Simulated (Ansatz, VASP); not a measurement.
# Au: VASP beside Ansatz

```
CELL_PARAMETERS angstrom
2.86080 0.00000 0.00000
-1.43040 2.47753 0.00000
0.00000 0.00000 4.81405
ATOMIC_POSITIONS crystal
Au 0.33333 0.66667 0.75000
Au 0.66667 0.33333 0.25000
```

Change from the starting cell: volume scaled by 0.96.

Alike in both runs: task single point; functional PBEsol; k mesh 14 × 14 × 8; occupations fermi-dirac, width 0.03 eV; no spin polarisation.

|  | VASP | Ansatz |
| --- | --- | --- |
| version | VASP 6.6.1 | Ansatz 0.2.0 |
| potentials or method | VASP PAW PBE potentials, release 64 (Au), cutoff 520 eV | all-electron LAPW, scalar-relativistic |

```tsv
	VASP	Ansatz	Ansatz less VASP
pressure (GPa)	-0.6	-0.3	+0.25
traceless stress, the component that is largest in VASP (GPa)	-0.58	-0.57	+0.018
```

VASP's potentials were made for PBE, not for PBEsol. Ansatz ran all-electron here, and VASP with PAW potentials.

Neither program's run includes spin-orbit coupling.
